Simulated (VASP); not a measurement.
# CsGe3 (Pm-3m) in VASP: notebook

Runs on CsGe3. Level: PBE. Tasks: single point, relaxation of cell and atoms.

Everything below comes from runs of VASP 6.6.1. Logs are shortened: lines on timing, memory, paths and dates and some standing lists are left out, and cuts for length are marked.

## (1) The cell of the first run

Symmetry: Pm-3m, No. 221, cubic system. Conventional cell: a = 4.199 Å, b = 4.199 Å, c = 4.199 Å, α = 90.00°, β = 90.00°, γ = 90.00°. Within 2.8 Å of Cs (site symmetry m-3m) lie 6 Ge at 2.10 Å. Ge (site symmetry 4/mmm) has 2 Cs at 2.10 Å within 2.8 Å.

The cell was generated, and may not be a known phase.

## (2) Single point, PBE

INCAR

```
ALGO = Normal
EDIFF = 1E-7
ENCUT = 520
GGA = PE
ISIF = 2
ISMEAR = 0
LASPH = T
LCHARG = F
LREAL = F
LWAVE = F
NBANDS = 34
NELM = 80
PREC = Accurate
SIGMA = 0.1
```

KPOINTS

```
k-points
0
Gamma
  4 4 4
```

POSCAR

```
CsGe3
1.0
    4.1993394400      0.0000000000      0.0000000000
    0.0000000000      4.1993394400      0.0000000000
    0.0000000000      0.0000000000      4.1993394400
Cs Ge
1 3
Direct
    0.5000000000      0.5000000000      0.5000000000
    0.0000000000      0.5000000000      0.5000000000
    0.5000000000      0.0000000000      0.5000000000
    0.5000000000      0.5000000000      0.0000000000
```

Potentials or basis: VASP PAW PBE potentials, release 64 (Cs_sv, Ge_d).

Run with:

```
$ cat potpaw_PBE.64/Cs_sv/POTCAR potpaw_PBE.64/Ge_d/POTCAR > POTCAR
$ mpirun -np 1 vasp_std > vasp.out
```

OUTCAR:

```text
EDIFF = 1E-7
   ENCUT = 520
   GGA = PE
   ISIF = 2
   ISMEAR = 0
   LASPH = T
   LREAL = F
   NELM = 80
   PREC = Accurate

 ion  position               nearest neighbor table
   1  0.500  0.500  0.500-   2 2.10   3 2.10   4 2.10   4 2.10   3 2.10   2 2.10
   2  0.000  0.500  0.500-   1 2.10   1 2.10
   3  0.500  0.000  0.500-   1 2.10   1 2.10
   4  0.500  0.500  0.000-   1 2.10   1 2.10

  LATTYP: Found a simple cubic cell.
 ALAT       =     4.1993394400

  Lattice vectors:

 A1 = (   4.1993394400,   0.0000000000,   0.0000000000)
 A2 = (   0.0000000000,   4.1993394400,   0.0000000000)
 A3 = (   0.0000000000,   0.0000000000,   4.1993394400)

Analysis of symmetry for initial positions (statically):
=====================================================================
 Subroutine PRICEL returns:
 Original cell was already a primitive cell.

 Routine SETGRP: Setting up the symmetry group for a
 simple cubic supercell.

 Subroutine GETGRP returns: Found 48 space group operations
 (whereof 48 operations were pure point group operations)
 out of a pool of 48 trial point group operations.

The static configuration has the point symmetry O_h .

Analysis of symmetry for dynamics (positions and initial velocities):
=====================================================================
 Subroutine PRICEL returns:
 Original cell was already a primitive cell.

 Routine SETGRP: Setting up the symmetry group for a
 simple cubic supercell.

 Subroutine GETGRP returns: Found 48 space group operations
 (whereof 48 operations were pure point group operations)
 out of a pool of 48 trial point group operations.

The dynamic configuration has the point symmetry O_h .

 Subroutine INISYM returns: Found 48 space group operations
 (whereof 48 operations are pure point group operations),
 and found     1 'primitive' translations

----------------------------------------------------------------------------------------

                                     Primitive cell

  volume of cell :      74.0530

  direct lattice vectors                    reciprocal lattice vectors
     4.199339440  0.000000000  0.000000000     0.238132691  0.000000000  0.000000000
     0.000000000  4.199339440  0.000000000     0.000000000  0.238132691  0.000000000
     0.000000000  0.000000000  4.199339440     0.000000000  0.000000000  0.238132691

  length of vectors
     4.199339440  4.199339440  4.199339440     0.238132691  0.238132691  0.238132691

  position of ions in fractional coordinates (direct lattice)
     0.500000000  0.500000000  0.500000000
     0.000000000  0.500000000  0.500000000
     0.500000000  0.000000000  0.500000000
     0.500000000  0.500000000  0.000000000

  ion indices of the primitive-cell ions
   primitive index   ion index
                 1           1
                 2           2
                 3           3
                 4           4

----------------------------------------------------------------------------------------

 KPOINTS: k-points

Automatic generation of k-mesh.
 Grid dimensions read from file:
 generate k-points for:    4    4    4

 Generating k-lattice:

  Cartesian coordinates                     Fractional coordinates (reciprocal lattice)
     0.059533173  0.000000000  0.000000000     0.250000000  0.000000000  0.000000000
     0.000000000  0.059533173  0.000000000     0.000000000  0.250000000  0.000000000
     0.000000000  0.000000000  0.059533173     0.000000000  0.000000000  0.250000000

  Length of vectors
     0.059533173  0.059533173  0.059533173

  Shift w.r.t. Gamma in fractional coordinates (k-lattice)
     0.000000000  0.000000000  0.000000000

 Subroutine IBZKPT returns following result:
 ===========================================

 Found     10 irreducible k-points:

 Following reciprocal coordinates:
            Coordinates               Weight
  0.000000  0.000000  0.000000      1.000000
  0.250000  0.000000  0.000000      6.000000
  0.500000  0.000000  0.000000      3.000000
  0.250000  0.250000  0.000000     12.000000
  0.500000  0.250000  0.000000     12.000000
  0.500000  0.500000  0.000000      3.000000
  0.250000  0.250000  0.250000      8.000000
  0.500000  0.250000  0.250000     12.000000
  0.500000  0.500000  0.250000      6.000000
  0.500000  0.500000  0.500000      1.000000
   k-points           NKPTS =     10   k-points in BZ     NKDIM =     10   number of bands    NBANDS=     34
   number of dos      NEDOS =    301   number of ions     NIONS =      4
   total plane-waves  NPLWV =  32768
   dimension x,y,z NGX =    32 NGY =   32 NGZ =   32
   dimension x,y,z NGXF=    64 NGYF=   64 NGZF=   64
   ions per type =               1   3
   NGX,Y,Z   is equivalent  to a cutoff of  12.67, 12.67, 12.67 a.u.
   NGXF,Y,Z  is equivalent  to a cutoff of  25.34, 25.34, 25.34 a.u.
 SYSTEM =  unknown system
   PREC   = accura    normal or accurate (medium, high low for compatibility)
   ISTART =      0    job   : 0-new  1-cont  2-samecut
   ICHARG =      2    charge: 1-file 2-atom 10-const
   ISPIN  =      1    spin polarized calculation?
   LNONCOLLINEAR =      F non collinear calculations
   LSORBIT =      F    spin-orbit coupling
   LASPH  =      T    aspherical Exc in radial PAW
   ENCUT  =  520.0 eV  38.22 Ry    6.18 a.u.   7.81  7.81  7.81*2*pi/ulx,y,z
   NELM   =     80;   NELMIN=  2; NELMDL= -5     # of ELM steps
   EDIFF  = 0.1E-06   stopping-criterion for ELM
   LREAL  =      F    real-space projection
   EDIFFG = 0.1E-05   stopping-criterion for IOM
   NSW    =      0    number of steps for IOM
   IBRION =     -1    ionic relax: 0-MD 1-quasi-New 2-CG
   NFREE  =      0    steps in history (QN), initial steepest desc. (CG)
   ISIF   =      2    stress and relaxation
   ISYM   =      2    0-nonsym 1-usesym 2-fastsym
   POTIM  = 0.5000    time-step for ionic-motion
   TEBEG  =    0.0;   TEEND  =   0.0 temperature during run
   PSTRESS=    0.0 pullay stress
   NELECT =      51.0000    total number of electrons
   NUPDOWN=      -1.0000    fix difference up-down
   EMIN   =  10.00;   EMAX   =-10.00  energy-range for DOS
   EFERMI =   0.00;   METHOD = LEGACY
   ISMEAR =     0;   SIGMA  =   0.10  broadening in eV -4-tet -1-fermi 0-gaus
   EFERMI_NEDOS =   21; number of points for ismear=-14 and -15
   IALGO  =     38    algorithm
   IMIX   =      4    mixing-type and parameters
     AMIX     =   0.40;   BMIX     =  1.00
     AMIX_MAG =   1.60;   BMIX_MAG =  1.00
  volume/ion in A,a.u.               =      18.51       124.93
  Fermi-wavevector in a.u.,A,eV,Ry     =   1.445719  2.732013 28.437586  2.090104
  Thomas-Fermi vector in A             =   2.563869
   LORBIT       =      0    0 simple, 1 ext, 2 COOP (PROOUT), +10 PAW based schemes
   GGA     = PE    functional components
   LHFCALC =     F    Hartree Fock is set to
   AEXX    =    0.0000 exact exchange contribution
   IVDW    =     0    specifies the selected vdW correction
   LEPSILON=     F    determine dielectric tensor
   LRPA    =     F    only Hartree local field effects (RPA)
 non-spin polarized calculation
 Gauss-broadening in eV      SIGMA  =   0.10
  energy-cutoff  :      520.00
  volume of cell :       74.05
 maximum number of plane-waves:      2012
 NGX is ok and might be reduce to    32
   NGX = 15   NGY = 15   NGZ = 15

 number of electron      51.0000066 magnetization

 Free energy of the ion-electron system (eV)
  ---------------------------------------------------
  ext. energy  EPLUGINS =         0.00000000
  ---------------------------------------------------
  free energy    TOTEN  =        16.00039351 eV

  energy without entropy =       16.02851655  energy(sigma->0) =       16.01445503

 E-fermi :   7.3404     XC(G=0): -11.1713

 val. band max:        7.3227511601   @ k =   0.2500   0.2500   0.0000
 cond. band min:       7.3544208407   @ k =   0.2500   0.2500   0.0000
 fundamental gap:      0.0316696806
 Fermi energy:         7.3403850053

 k-point     1 :       0.0000    0.0000    0.0000
  band No.  band energies     occupation
      1     -21.6023      2.00000
      2     -18.8030      2.00000
      3     -18.8030      2.00000
      4     -18.6125      2.00000
      5     -18.6125      2.00000
      6     -18.6125      2.00000
[... 26 lines left out ...]
     33      14.3189      0.00000
     34      14.3189      0.00000

 k-point     2 :       0.2500    0.0000    0.0000
  band No.  band energies     occupation
      1     -21.3907      2.00000
      2     -18.9068      2.00000
      3     -18.8028      2.00000
      4     -18.6116      2.00000
      5     -18.5861      2.00000
      6     -18.5861      2.00000
[... 26 lines left out ...]
     33      14.8696      0.00000
     34      16.2348      0.00000

 k-point     3 :       0.5000    0.0000    0.0000
  band No.  band energies     occupation
      1     -21.1351      2.00000
      2     -19.0584      2.00000
      3     -18.8025      2.00000
      4     -18.6107      2.00000
      5     -18.5231      2.00000
      6     -18.5231      2.00000
[... 26 lines left out ...]
     33      17.4683      0.00000
     34      17.4931      0.00000

 k-point     4 :       0.2500    0.2500    0.0000
  band No.  band energies     occupation
      1     -21.1597      2.00000
      2     -18.9406      2.00000
      3     -18.8748      2.00000
      4     -18.6009      2.00000
      5     -18.5723      2.00000
      6     -18.5627      2.00000
[... 26 lines left out ...]
     33      14.8599      0.00000
     34      15.2820      0.00000

 k-point     5 :       0.5000    0.2500    0.0000
  band No.  band energies     occupation
      1     -20.8715      2.00000
      2     -19.0725      2.00000
      3     -18.9039      2.00000
      4     -18.5961      2.00000
      5     -18.5190      2.00000
      6     -18.5110      2.00000
[... 103 lines left out ...]
 k-point     8 :       0.5000    0.2500    0.2500
  band No.  band energies     occupation
      1     -20.5713      2.00000
      2     -19.0869      2.00000
      3     -18.9605      2.00000
      4     -18.5932      2.00000
      5     -18.5141      2.00000
      6     -18.5119      2.00000
[... 26 lines left out ...]
     33      15.8847      0.00000
     34      16.1676      0.00000

 k-point     9 :       0.5000    0.5000    0.2500
  band No.  band energies     occupation
      1     -20.1352      2.00000
      2     -19.1011      2.00000
      3     -19.1011      2.00000
      4     -18.5892      2.00000
      5     -18.5144      2.00000
      6     -18.5144      2.00000
[... 26 lines left out ...]
     33      15.8116      0.00000
     34      16.3585      0.00000

 k-point    10 :       0.5000    0.5000    0.5000
  band No.  band energies     occupation
      1     -19.1728      2.00000
      2     -19.1157      2.00000
      3     -19.1157      2.00000
      4     -19.1157      2.00000
      5     -18.5184      2.00000
      6     -18.5184      2.00000
[... 26 lines left out ...]
     33      16.1403      0.00000
     34      16.1403      0.00000

------------------------ aborting loop because EDIFF is reached ----------------------------------------

  FORCE on cell =-STRESS in cart. coord.  units (eV):
  Direction    XX          YY          ZZ          XY          YZ          ZX
  --------------------------------------------------------------------------------------
  -------------------------------------------------------------------------------------
  Total       62.6893638     62.6893638     62.6893638     -0.0000000      0.0000000     -0.0000000
  in kB     1356.3179280   1356.3179280   1356.3179280     -0.0000000      0.0000000     -0.0000000
  external PRESSURE =    1356.3179280 kB  Pullay stress =       0.0000000 kB

 VOLUME and BASIS-vectors are now :
 -----------------------------------------------------------------------------
  energy-cutoff  :      520.00
  volume of cell :       74.05
      direct lattice vectors                 reciprocal lattice vectors
     4.199339440  0.000000000  0.000000000     0.238132691  0.000000000  0.000000000
     0.000000000  4.199339440  0.000000000     0.000000000  0.238132691  0.000000000
     0.000000000  0.000000000  4.199339440     0.000000000  0.000000000  0.238132691

 POSITION                                       TOTAL-FORCE (eV/Angst)
 -----------------------------------------------------------------------------------
      2.09967      2.09967      2.09967         0.000000      0.000000      0.000000
      0.00000      2.09967      2.09967         0.000000      0.000000      0.000000
      2.09967      0.00000      2.09967         0.000000      0.000000      0.000000
      2.09967      2.09967      0.00000         0.000000      0.000000      0.000000
 -----------------------------------------------------------------------------------
    total drift:                                0.000000     -0.000000     -0.000000

  FREE ENERGIE OF THE ION-ELECTRON SYSTEM (eV)
  ---------------------------------------------------
  free  energy   TOTEN  =        16.0003935143 eV

  energy  without entropy=       16.0285165503  energy(sigma->0) =       16.01445503
```

Run time: 25 s. Hardware: 1 thread of Intel Xeon Platinum 8259CL at 2.50GHz (Skylake/Cascade Lake), shared host; peak memory 0.18 GiB.

What came out:

```yaml
Free_energy: 16.0004 eV
Pressure: 135.6 GPa
Band_gap_on_the_k_mesh: zero (an odd number of electrons rules out a gap without spin polarisation)
```

Levels at points of the mesh, in eV from the Fermi level:
| k point | band 21 | band 22 | band 23 | band 24 | band 25 | band 26 | band 27 | band 28 | band 29 | band 30 |
| --- | --- | --- | --- | --- | --- | --- | --- | --- | --- | --- |
| (0.00, 0.00, 0.00) | -8.52 | -8.04 | 0.44 | 0.44 | 0.44 | 1.38 | 1.38 | 1.38 | 1.96 | 1.96 |
| (0.50, 0.00, 0.00) | -8.06 | -2.70 | -2.70 | -2.39 | -0.60 | 0.13 | 0.23 | 1.13 | 1.13 | 2.22 |
| (0.50, 0.50, 0.00) | -6.10 | -2.45 | -2.45 | -1.49 | -1.49 | -1.33 | 0.31 | 0.31 | 1.99 | 5.81 |
| (0.50, 0.50, 0.50) | -5.79 | -5.79 | -1.23 | -1.23 | -0.35 | -0.35 | -0.35 | 1.85 | 4.23 | 6.25 |

Caveat: the k points lie up to 0.37 Å⁻¹ apart, too coarse for converged energies and pressures of a metal; spin-orbit coupling is left out, which moves the levels of the heavy elements; an odd number of electrons without spin polarisation forces a metal; a magnetic or distorted state may lie lower.

## (3) Single point, PBE

This run uses another cell than the first one, of 56.46 Å³/atom.

INCAR

```
SYSTEM = CsGe3
ALGO = Normal
EDIFF = 1E-6
ENCUT = 520
GGA = PE
ISIF = 2
ISMEAR = 0
LASPH = .TRUE.
LCHARG = .FALSE.
LREAL = .FALSE.
LWAVE = .FALSE.
NBANDS = 34
NELM = 80
PREC = Accurate
SIGMA = 0.1
```

KPOINTS

```
k-points
0
G
  8 8 8
  0 0 0
```

POSCAR

```
CsGe3
1.0
    6.0898249064      0.0000000000      0.0000000000
    0.0000000000      6.0898249064      0.0000000000
    0.0000000000      0.0000000000      6.0898249064
Cs Ge
1 3
Direct
    0.5000000000      0.5000000000      0.5000000000
    0.0000000000      0.5000000000      0.5000000000
    0.5000000000      0.0000000000      0.5000000000
    0.5000000000      0.5000000000      0.0000000000
```

Potentials or basis: VASP PAW PBE potentials, release 64 (Cs_sv, Ge_d).

Run with:

```
$ cat potpaw_PBE.64/Cs_sv/POTCAR potpaw_PBE.64/Ge_d/POTCAR > POTCAR
$ mpirun -np 1 vasp_std > vasp.out
```

Wall time 3.7 min (1 thread of Intel Xeon Platinum 8259CL at 2.50GHz (Skylake/Cascade Lake), shared host); peak memory 0.45 GiB.

It converged, with:

```
Free energy            : -5.9094 eV
Pressure               : 0.1 GPa
Band gap on the k mesh : zero (an odd number of electrons rules out a gap without spin polarisation)
```

Levels at points of the mesh, in eV from the Fermi level:
| k point | band 24 | band 25 | band 26 | band 27 | band 28 | band 29 |
| --- | --- | --- | --- | --- | --- | --- |
| (0.00, 0.00, 0.00) | 0.10 | 0.10 | 0.75 | 0.75 | 0.75 | 2.21 |
| (0.50, 0.00, 0.00) | -0.12 | -0.06 | -0.06 | 0.41 | 0.41 | 0.44 |
| (0.50, 0.50, 0.00) | -0.74 | -0.36 | -0.01 | -0.01 | 0.19 | 0.19 |
| (0.50, 0.50, 0.50) | -1.19 | -1.19 | -0.91 | -0.34 | -0.34 | 1.74 |

Caveat: spin-orbit coupling is left out, which moves the levels of the heavy elements; an odd number of electrons without spin polarisation forces a metal; a magnetic or distorted state may lie lower.

## (4) Relaxation of cell and atoms, PBE

This run uses another cell than the first one, of 56.46 Å³/atom.

INCAR

```
  ALGO = Normal
  EDIFF = 1E-6
  EDIFFG = -0.01
  ENCUT = 600
  GGA = PE
  IBRION = 2
  ISIF = 3
  ISMEAR = 0
  LASPH = T
  LCHARG = F
  LREAL = F
  LWAVE = F
  NELM = 100
  NSW = 100
  PREC = Accurate
  SIGMA = 0.1
```

KPOINTS

```
k-points
0
Gamma
  8 8 8
```

POSCAR is that of step 3.

Run with:

```
$ cat potpaw_PBE.64/Cs_sv/POTCAR potpaw_PBE.64/Ge_d/POTCAR > POTCAR
$ mpirun -np 1 vasp_std > vasp.out
```

Wall time 12 min (1 thread of Intel Xeon Platinum 8259CL at 2.50GHz (Skylake/Cascade Lake), shared host); peak memory 0.52 GiB.

Results (log left out):

```
Free energy                           : -5.9100 eV
Relaxed volume                        : 57.06 Å³/atom
Relaxed cell                          : a = 6.111 Å, b = 6.111 Å, c = 6.111 Å, α = 90.00°, β = 90.00°, γ = 90.00°
Space group after relaxing (to 0.1 Å) : Pm-3m (No. 221)
Energy gained by relaxing             : 0.1 meV/atom
Ionic steps                           : 4
Pressure after relaxing               : 0.0 GPa
Band gap on the k mesh                : zero (an odd number of electrons rules out a gap without spin polarisation)
```

Step by step:
| step | energy change (eV) | largest force (eV/Å) | pressure (GPa) | volume (Å³) |
| --- | --- | --- | --- | --- |
| 1 | 0.0000 | 0.0000 | 0.08 | 225.85 |
| 2 | -0.0003 | 0.0000 | 0.07 | 226.77 |
| 3 | -0.0001 | 0.0000 | -0.06 | 229.55 |
| 4 | -0.0004 | 0.0000 | 0.00 | 228.23 |

Final structure:
```
CELL_PARAMETERS angstrom
6.11121 0.00000 0.00000
0.00000 6.11121 0.00000
0.00000 0.00000 6.11121
ATOMIC_POSITIONS crystal
Cs 0.50000 0.50000 0.50000
Ge 0.00000 0.50000 0.50000
Ge 0.50000 0.00000 0.50000
Ge 0.50000 0.50000 0.00000
```

Levels at points of the mesh, in eV from the Fermi level:
| k point | band 22 | band 23 | band 24 | band 25 | band 26 | band 27 | band 28 | band 29 |
| --- | --- | --- | --- | --- | --- | --- | --- | --- |
| (0.00, 0.00, 0.00) | -7.54 | 0.09 | 0.09 | 0.09 | 0.74 | 0.74 | 0.74 | 2.16 |
| (0.50, 0.00, 0.00) | -6.18 | -0.57 | -0.12 | -0.05 | -0.05 | 0.40 | 0.40 | 0.44 |
| (0.50, 0.50, 0.00) | -6.17 | -1.23 | -0.74 | -0.36 | -0.01 | -0.01 | 0.19 | 0.19 |
| (0.50, 0.50, 0.50) | -6.16 | -1.17 | -1.17 | -1.17 | -0.92 | -0.34 | -0.34 | 1.72 |

Caveat: spin-orbit coupling is left out, which moves the levels of the heavy elements; an odd number of electrons without spin polarisation forces a metal; a magnetic or distorted state may lie lower.

## (5) The runs side by side

```tsv
task	cell	k mesh	cutoff (eV)	gap on the mesh (eV)	pressure (GPa)
single point	a = 4.199 Å, 4 atoms	4 × 4 × 4	520	none	135.6
single point	a = 6.090 Å, 4 atoms	8 × 8 × 8	520	none	0.1
relaxation of cell and atoms	relaxed from a = 6.090 Å, 4 atoms	8 × 8 × 8	600	none	0.0
```

Alike in all rows: level PBE; potentials or basis VASP PAW PBE potentials, release 64 (Cs_sv, Ge_d); no spin polarisation; smearing gaussian 0.1 eV.

Caveats: some runs use coarse meshes; spin-orbit coupling is left out, which moves the levels of the heavy elements; an odd number of electrons without spin polarisation forces a metal; a magnetic or distorted state may lie lower.

Absolute energies hang on the potentials; compare differences alone.

The gap in the log of VASP goes by the Fermi energy; the results here count the filled bands.